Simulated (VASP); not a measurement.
# NiBr3 (Pm-3m) in VASP: a series of runs

Runs on NiBr3. Level: PBE. Tasks: single point, relaxation of cell and atoms.

All numbers are computed with VASP 6.6.1; they aren't measurements. Logs are shortened: lines on timing, memory, paths and dates and some standing lists are left out, and cuts for length are marked.

## 1. The cell of the first run

Symmetry: Pm-3m, No. 221, cubic system. The conventional cell has a = 4.920 Å, b = 4.920 Å, c = 4.920 Å, α = 90.00°, β = 90.00°, γ = 90.00°. Within 3.2 Å of Ni (site symmetry m-3m) lie 6 Br at 2.46 Å. Br (site symmetry 4/mmm) has 2 Ni at 2.46 Å within 3.2 Å.

## 2. Single point, PBE

The input, INCAR:

```
SYSTEM = NiBr3
ALGO = Normal ; EDIFF = 1E-7
ENCUT = 520 ; GGA = PE
ISIF = 2 ; ISMEAR = 0
LASPH = .TRUE. ; LCHARG = .TRUE.
LELF = .TRUE. ; LREAL = .FALSE.
LVHAR = .TRUE. ; LWAVE = .FALSE.
NBANDS = 24 ; NELM = 60
PREC = Accurate ; SIGMA = 0.1
```

The input, KPOINTS:

```
k-points
0
G
  10 10 10
  0 0 0
```

The input, POSCAR:

```
NiBr3
1.0
    4.9200358078      0.0000000000      0.0000000000
    0.0000000000      4.9200358078      0.0000000000
    0.0000000000      0.0000000000      4.9200358078
Ni Br
1 3
Direct
    0.0000000000      0.0000000000      0.0000000000
    0.5000000000      0.0000000000      0.0000000000
    0.0000000000      0.5000000000      0.0000000000
    0.0000000000      0.0000000000      0.5000000000
```

Potentials or basis: VASP PAW PBE potentials, release 64 (Ni, Br).

Run with:

```bash
cat potpaw_PBE.64/Ni/POTCAR potpaw_PBE.64/Br/POTCAR > POTCAR
mpirun -np 1 vasp_std > vasp.out
```

OUTCAR:

```text
SYSTEM = NiBr3
   EDIFF = 1E-7
   ENCUT = 520
   GGA = PE
   ISIF = 2
   ISMEAR = 0
   LASPH = .TRUE.
   LREAL = .FALSE.
   NELM = 60
   PREC = Accurate

 ion  position               nearest neighbor table
   1  0.000  0.000  0.000-   2 2.46   3 2.46   4 2.46   4 2.46   3 2.46   2 2.46
   2  0.500  0.000  0.000-   1 2.46   1 2.46
   3  0.000  0.500  0.000-   1 2.46   1 2.46
   4  0.000  0.000  0.500-   1 2.46   1 2.46

  LATTYP: Found a simple cubic cell.
 ALAT       =     4.9200358078

  Lattice vectors:

 A1 = (   4.9200358078,   0.0000000000,   0.0000000000)
 A2 = (   0.0000000000,   4.9200358078,   0.0000000000)
 A3 = (   0.0000000000,   0.0000000000,   4.9200358078)

Analysis of symmetry for initial positions (statically):
=====================================================================
 Subroutine PRICEL returns:
 Original cell was already a primitive cell.

 Routine SETGRP: Setting up the symmetry group for a
 simple cubic supercell.

 Subroutine GETGRP returns: Found 48 space group operations
 (whereof 48 operations were pure point group operations)
 out of a pool of 48 trial point group operations.

The static configuration has the point symmetry O_h .

Analysis of symmetry for dynamics (positions and initial velocities):
=====================================================================
 Subroutine PRICEL returns:
 Original cell was already a primitive cell.

 Routine SETGRP: Setting up the symmetry group for a
 simple cubic supercell.

 Subroutine GETGRP returns: Found 48 space group operations
 (whereof 48 operations were pure point group operations)
 out of a pool of 48 trial point group operations.

The dynamic configuration has the point symmetry O_h .

 Subroutine INISYM returns: Found 48 space group operations
 (whereof 48 operations are pure point group operations),
 and found     1 'primitive' translations

----------------------------------------------------------------------------------------

                                     Primitive cell

  volume of cell :     119.0981

  direct lattice vectors                    reciprocal lattice vectors
     4.920035808  0.000000000  0.000000000     0.203250553  0.000000000  0.000000000
     0.000000000  4.920035808  0.000000000     0.000000000  0.203250553  0.000000000
     0.000000000  0.000000000  4.920035808     0.000000000  0.000000000  0.203250553

  length of vectors
     4.920035808  4.920035808  4.920035808     0.203250553  0.203250553  0.203250553

  position of ions in fractional coordinates (direct lattice)
     0.000000000  0.000000000  0.000000000
     0.500000000  0.000000000  0.000000000
     0.000000000  0.500000000  0.000000000
     0.000000000  0.000000000  0.500000000

  ion indices of the primitive-cell ions
   primitive index   ion index
                 1           1
                 2           2
                 3           3
                 4           4

----------------------------------------------------------------------------------------

 KPOINTS: k-points

Automatic generation of k-mesh.
 Grid dimensions read from file:
 generate k-points for:   10   10   10

 Generating k-lattice:

  Cartesian coordinates                     Fractional coordinates (reciprocal lattice)
     0.020325055  0.000000000  0.000000000     0.100000000  0.000000000  0.000000000
     0.000000000  0.020325055  0.000000000     0.000000000  0.100000000  0.000000000
     0.000000000  0.000000000  0.020325055     0.000000000  0.000000000  0.100000000

  Length of vectors
     0.020325055  0.020325055  0.020325055

  Shift w.r.t. Gamma in fractional coordinates (k-lattice)
     0.000000000  0.000000000  0.000000000

 Subroutine IBZKPT returns following result:
 ===========================================

 Found     56 irreducible k-points:

 Following reciprocal coordinates:
            Coordinates               Weight
  0.000000  0.000000  0.000000      1.000000
  0.100000  0.000000  0.000000      6.000000
  0.200000  0.000000  0.000000      6.000000
  0.300000  0.000000  0.000000      6.000000
[... 51 lines left out ...]
     24       9.2782      0.00000

 k-point     4 :       0.3000    0.0000    0.0000
  band No.  band energies     occupation
      1     -14.5453      2.00000
      2     -13.7269      2.00000
      3     -13.5264      2.00000
      4      -4.1162      2.00000
      5      -3.6285      2.00000
      6      -3.6285      2.00000
[... 16 lines left out ...]
     23       9.6749      0.00000
     24       9.8128      0.00000

 k-point     5 :       0.4000    0.0000    0.0000
  band No.  band energies     occupation
      1     -14.4374      2.00000
      2     -13.8341      2.00000
      3     -13.5238      2.00000
      4      -4.2091      2.00000
      5      -3.5269      2.00000
      6      -3.5269      2.00000
[... 16 lines left out ...]
     23      10.0902      0.00000
     24      10.1379      0.00000

 k-point     6 :       0.5000    0.0000    0.0000
  band No.  band energies     occupation
      1     -14.3839      2.00000
      2     -13.8874      2.00000
      3     -13.5227      2.00000
      4      -4.2426      2.00000
      5      -3.4815      2.00000
      6      -3.4815      2.00000
[... 16 lines left out ...]
     23      10.2967      0.00000
     24      10.2967      0.00000
[... 379 lines left out ...]
 k-point    21 :       0.5000    0.5000    0.0000
  band No.  band energies     occupation
      1     -13.9786      2.00000
      2     -13.8680      2.00000
      3     -13.8680      2.00000
      4      -5.1605      2.00000
      5      -3.4327      2.00000
      6      -3.3186      2.00000
[... 16 lines left out ...]
     23       9.7853      0.00000
     24       9.7853      0.00000

 k-point    22 :       0.1000    0.1000    0.1000
  band No.  band energies     occupation
      1     -14.6688      2.00000
      2     -13.5665      2.00000
      3     -13.5665      2.00000
      4      -4.0229      2.00000
      5      -3.7349      2.00000
      6      -3.7349      2.00000
[... 16 lines left out ...]
     23       9.2355      0.00000
     24       9.2355      0.00000

 k-point    23 :       0.2000    0.1000    0.1000
  band No.  band energies     occupation
      1     -14.6004      2.00000
      2     -13.6310      2.00000
      3     -13.5636      2.00000
      4      -4.1701      2.00000
      5      -3.6703      2.00000
      6      -3.6579      2.00000
[... 16 lines left out ...]
     23       9.4705      0.00000
     24       9.5788      0.00000

 k-point    24 :       0.3000    0.1000    0.1000
  band No.  band energies     occupation
      1     -14.4994      2.00000
      2     -13.7274      2.00000
      3     -13.5601      2.00000
      4      -4.3194      2.00000
      5      -3.5764      2.00000
      6      -3.5723      2.00000
[... 16 lines left out ...]
     23       9.6501      0.00000
     24      10.0834      0.00000

 [... further k-points ...]

------------------------ aborting loop because EDIFF is reached ----------------------------------------

  FORCE on cell =-STRESS in cart. coord.  units (eV):
  Direction    XX          YY          ZZ          XY          YZ          ZX
  --------------------------------------------------------------------------------------
  -------------------------------------------------------------------------------------
  Total        0.0177659      0.0177659      0.0177659      0.0000000     -0.0000000      0.0000000
  in kB        0.2389968      0.2389968      0.2389968      0.0000000     -0.0000000      0.0000000
  external PRESSURE =       0.2389968 kB  Pullay stress =       0.0000000 kB

 VOLUME and BASIS-vectors are now :
 -----------------------------------------------------------------------------
  energy-cutoff  :      520.00
  volume of cell :      119.10
      direct lattice vectors                 reciprocal lattice vectors
     4.920035808  0.000000000  0.000000000     0.203250553  0.000000000  0.000000000
     0.000000000  4.920035808  0.000000000     0.000000000  0.203250553  0.000000000
     0.000000000  0.000000000  4.920035808     0.000000000  0.000000000  0.203250553

 POSITION                                       TOTAL-FORCE (eV/Angst)
 -----------------------------------------------------------------------------------
      0.00000      0.00000      0.00000         0.000000      0.000000      0.000000
      2.46002      0.00000      0.00000         0.000000      0.000000      0.000000
      0.00000      2.46002      0.00000         0.000000      0.000000      0.000000
      0.00000      0.00000      2.46002         0.000000      0.000000      0.000000
 -----------------------------------------------------------------------------------
    total drift:                               -0.000000     -0.000000     -0.000000

  FREE ENERGIE OF THE ION-ELECTRON SYSTEM (eV)
  ---------------------------------------------------
  free  energy   TOTEN  =       -10.5775313882 eV

  energy  without entropy=      -10.5579188756  energy(sigma->0) =      -10.56772513
```

Wall time 3.1 min (1 thread of AMD EPYC 7R13 (Zen 3), shared host); peak memory 0.29 GiB.

Results:

| Quantity | Value |
| --- | --- |
| Free energy | -10.5775 eV |
| Pressure | 0.0 GPa |
| Band gap on the k mesh | zero (an odd number of electrons rules out a gap without spin polarisation) |

Caveat: an odd number of electrons without spin polarisation forces a metal; a magnetic or distorted state may lie lower; the run has no spin polarisation, though such a crystal can be magnetic; semilocal functionals often make such compounds metallic where correlation or magnetic order opens a gap, which also shifts bond lengths. Spin polarisation is off, so any magnetic state and its effect on volume and gap are missing.

## 3. Single point, PBE, collinear spin, ferromagnetic start

This run uses another cell than the first one, of 33.16 Å³/atom.

The input, INCAR:

```
SYSTEM = NiBr3
ALGO     = Normal         ! electronic algorithm
EDIFF    = 1E-6           ! SCF threshold, eV
ENCUT    = 520            ! plane-wave cutoff, eV
GGA      = PE             ! functional
ISIF     = 2              ! what is computed and relaxed
ISMEAR   = 0              ! smearing method
ISPIN    = 2              ! spin polarisation
LASPH    = .TRUE.         ! aspherical terms in the spheres
LCHARG   = .FALSE.        ! write CHGCAR
LMAXMIX  = 4              ! l up to which the mixer works
LORBIT   = 11             ! projections on sites
LREAL    = .FALSE.        ! projectors in reciprocal space
LWAVE    = .FALSE.        ! write WAVECAR
MAGMOM   = 2 0 0 0        ! initial moments
NBANDS   = 28             ! bands
NELM     = 150            ! most SCF steps
PREC     = Accurate       ! precision mode
SIGMA    = 0.1            ! smearing width, eV
```

The input, KPOINTS:

```
k-points
0
G
  4 4 4
  0 0 0
```

The input, POSCAR:

```
NiBr3
1.0
    5.1000000000      0.0000000000      0.0000000000
    0.0000000000      5.1000000000      0.0000000000
    0.0000000000      0.0000000000      5.1000000000
Ni Br
1 3
Direct
    0.0000000000      0.0000000000      0.0000000000
    0.5000000000      0.0000000000      0.0000000000
    0.0000000000      0.5000000000      0.0000000000
    0.0000000000      0.0000000000      0.5000000000
```

Potentials or basis: VASP PAW PBE potentials, release 64 (Ni, Br).

Run with:

```bash
cat potpaw_PBE.64/Ni/POTCAR potpaw_PBE.64/Br/POTCAR > POTCAR
mpirun -np 1 vasp_std > vasp.out
```

Wall time 2.6 min (1 thread of AMD EPYC 7R13 (Zen 3), shared host); peak memory 0.28 GiB.

Results (log left out):

```yaml
Free_energy: -10.5426 eV
Pressure: -3.3 GPa
Net_moment: 0.00 μB per cell
Valence_electrons_inside_the_program's_atomic_spheres: Ni 8.88; Br 4.77
```

Levels at points of the mesh, in eV from the Fermi level:
Spin up:
```csv
k point,band 13,band 14,band 15,band 16,band 17,band 18
"(0.00, 0.00, 0.00)",-0.72,-0.72,-0.42,-0.42,-0.42,2.52
"(0.50, 0.00, 0.00)",-0.53,-0.53,-0.25,-0.18,-0.18,5.63
"(0.50, 0.50, 0.00)",-0.36,-0.17,-0.17,0.16,1.58,7.56
"(0.50, 0.50, 0.50)",0.17,0.17,0.17,1.59,1.59,6.56
```
Spin down:
```tsv
k point	band 13	band 14	band 15	band 16	band 17	band 18
(0.00, 0.00, 0.00)	-0.72	-0.72	-0.41	-0.41	-0.41	2.52
(0.50, 0.00, 0.00)	-0.53	-0.53	-0.25	-0.18	-0.18	5.64
(0.50, 0.50, 0.00)	-0.36	-0.17	-0.17	0.16	1.58	7.56
(0.50, 0.50, 0.50)	0.17	0.17	0.17	1.59	1.59	6.56
```

Caveat: the cell stands under tension; the moments typed at the start vanished in this run; semilocal functionals often make such compounds metallic where correlation or magnetic order opens a gap, which also shifts bond lengths.

## 4. Relaxation of cell and atoms, PBE

The input, INCAR:

```
SYSTEM = NiBr3
  ALGO = Normal
  EDIFF = 1E-6
  EDIFFG = -0.01
  ENCUT = 600
  GGA = PE
  IBRION = 2
  ISIF = 3
  ISMEAR = 0
  LASPH = .TRUE.
  LCHARG = .FALSE.
  LREAL = .FALSE.
  LWAVE = .FALSE.
  NELM = 60
  NSW = 100
  PREC = Accurate
  SIGMA = 0.1
```

The input, KPOINTS:

```
k-points
0
G
  10 10 10
  0 0 0
```

The input, POSCAR:

```
NiBr3
1.0
    4.9200358078      0.0000000000      0.0000000000
    0.0000000000      4.9200358078      0.0000000000
    0.0000000000      0.0000000000      4.9200358078
Ni Br
1 3
Direct
    0.0000000000      0.0000000000      0.0000000000
    0.5000000000      0.0000000000      0.0000000000
    0.0000000000      0.5000000000      0.0000000000
    0.0000000000      0.0000000000      0.5000000000
```

Run with:

```bash
cat potpaw_PBE.64/Ni/POTCAR potpaw_PBE.64/Br/POTCAR > POTCAR
mpirun -np 1 vasp_std > vasp.out
```

It took 2.1 min on 1 thread of AMD EPYC 7R13 (Zen 3), shared host; peak memory 0.3 GiB.

Results (log left out):

* Free energy: -10.5772 eV
* Pressure after relaxing: 0.0 GPa
* Band gap on the k mesh: zero (an odd number of electrons rules out a gap without spin polarisation)

Final structure:
```
Ni Br
1.0
     4.92004    0.00000    0.00000
     0.00000    4.92004    0.00000
     0.00000    0.00000    4.92004
Ni Br
1 3
Direct
  0.00000 0.00000 0.00000
  0.50000 0.00000 0.00000
  0.00000 0.50000 0.00000
  0.00000 0.00000 0.50000
```

Levels at points of the mesh, in eV from the Fermi level:
| k point | band 12 | band 13 | band 14 | band 15 | band 16 | band 17 | band 18 | band 19 |
| --- | --- | --- | --- | --- | --- | --- | --- | --- |
| (0.00, 0.00, 0.00) | -0.89 | -0.89 | -0.89 | -0.48 | -0.48 | -0.48 | 2.78 | 5.70 |
| (0.50, 0.00, 0.00) | -1.08 | -0.63 | -0.63 | -0.23 | -0.23 | -0.23 | 6.23 | 7.62 |
| (0.50, 0.50, 0.00) | -0.80 | -0.45 | -0.21 | -0.21 | 0.19 | 1.90 | 7.76 | 7.76 |
| (0.50, 0.50, 0.50) | -0.43 | 0.20 | 0.20 | 0.20 | 1.91 | 1.91 | 6.22 | 6.69 |

Caveat: the relaxation stopped at its first step, so nothing moved; an odd number of electrons without spin polarisation forces a metal; a magnetic or distorted state may lie lower; the run has no spin polarisation, though such a crystal can be magnetic; semilocal functionals often make such compounds metallic where correlation or magnetic order opens a gap, which also shifts bond lengths.

## 5. Relaxation of cell and atoms, PBE

This run uses another cell than the first one, of 33.16 Å³/atom.

The input, INCAR:

```
PREC     = Accurate       # precision mode
ENCUT    = 600            # plane-wave cutoff, eV
EDIFF    = 1E-6           # SCF threshold, eV
ISMEAR   = 0              # smearing method
SIGMA    = 0.1            # smearing width, eV
LREAL    = F              # projectors in reciprocal space
LASPH    = T              # aspherical terms in the spheres
NELM     = 100            # most SCF steps
ALGO     = Normal         # electronic algorithm
ISIF     = 3              # what is computed and relaxed
LWAVE    = F              # write WAVECAR
LCHARG   = F              # write CHGCAR
GGA      = PE             # functional
IBRION   = 2              # ionic algorithm
NSW      = 100            # ionic steps
EDIFFG   = -0.01          # ionic threshold
```

The input, KPOINTS:

```
regular mesh
0
Gamma
  10 10 10
```

The input, POSCAR:

```
NiBr3
1.0
    5.1000000000      0.0000000000      0.0000000000
    0.0000000000      5.1000000000      0.0000000000
    0.0000000000      0.0000000000      5.1000000000
Ni Br
1 3
Direct
    0.0000000000      0.0000000000      0.0000000000
    0.5000000000      0.0000000000      0.0000000000
    0.0000000000      0.5000000000      0.0000000000
    0.0000000000      0.0000000000      0.5000000000
```

Run with:

```bash
cat potpaw_PBE.64/Ni/POTCAR potpaw_PBE.64/Br/POTCAR > POTCAR
mpirun -np 1 vasp_std > vasp.out
```

Wall time 7.9 min (1 thread of AMD EPYC 7R13 (Zen 3), shared host); peak memory 0.36 GiB.

Results (log left out):

- Free energy: -10.5784 eV
- Relaxed volume: 29.80 Å³/atom
- Relaxed cell: a = 4.921 Å, b = 4.921 Å, c = 4.921 Å, α = 90.00°, β = 90.00°, γ = 90.00°
- Space group after relaxing (to 0.1 Å): Pm-3m (No. 221)
- Energy gained by relaxing: 36.7 meV/atom
- Ionic steps: 6
- Pressure after relaxing: 0.0 GPa
- Band gap on the k mesh: zero (an odd number of electrons rules out a gap without spin polarisation)

The path:
```csv
step,energy change (eV),largest force (eV/Å),pressure (GPa),volume (Å³)
1,0.0000,0.0000,-3.06,132.65
2,-0.1438,0.0000,-0.50,120.87
3,-0.1466,0.0000,-0.09,119.42
4,-0.1466,0.0000,0.10,119.11
5,-0.1466,0.0000,-0.11,119.43
6,-0.1466,0.0000,0.05,119.20
```

Final structure:
```xyz
4
Lattice="4.9214 0.0000 0.0000 0.0000 4.9214 0.0000 0.0000 0.0000 4.9214" Properties=species:S:1:pos:R:3 pbc="T T T"
Ni    0.0000    0.0000    0.0000
Br    2.4607    0.0000    0.0000
Br    0.0000    2.4607    0.0000
Br    0.0000    0.0000    2.4607
```

Levels at points of the mesh, in eV from the Fermi level:
```
           k point  band 13  band 14  band 15  band 16  band 17  band 18  band 19
(0.00, 0.00, 0.00)    -0.89    -0.89    -0.48    -0.48    -0.48     2.78     5.70
(0.50, 0.00, 0.00)    -0.63    -0.63    -0.23    -0.23    -0.23     6.23     7.62
(0.50, 0.50, 0.00)    -0.45    -0.21    -0.21     0.19     1.89     7.76     7.76
(0.50, 0.50, 0.50)     0.20     0.20     0.20     1.91     1.91     6.22     6.69
```

Caveat: an odd number of electrons without spin polarisation forces a metal; a magnetic or distorted state may lie lower; the run has no spin polarisation, though such a crystal can be magnetic; semilocal functionals often make such compounds metallic where correlation or magnetic order opens a gap, which also shifts bond lengths. Spin polarisation is off, so any magnetic state and its effect on volume and gap are missing.

## 6. The runs side by side

```tsv
task	cell	cutoff (eV)	gap on the mesh (eV)	pressure (GPa)
single point	a = 4.920 Å, 4 atoms	520	none	0.0
relaxation of cell and atoms	relaxed from a = 4.920 Å, 4 atoms	600	none	0.0
relaxation of cell and atoms	relaxed from a = 5.100 Å, 4 atoms	600	none	0.0
```

Alike in all rows: level PBE; potentials or basis VASP PAW PBE potentials, release 64 (Ni, Br); no spin polarisation; k mesh 10 × 10 × 10; smearing gaussian 0.1 eV.

Caveats: an odd number of electrons without spin polarisation forces a metal; a magnetic or distorted state may lie lower; the run has no spin polarisation, though such a crystal can be magnetic; semilocal functionals often make such compounds metallic where correlation or magnetic order opens a gap, which also shifts bond lengths; the relaxation stopped at its first step, so nothing moved (at least some runs).

Absolute energies hang on the potentials; compare differences alone.
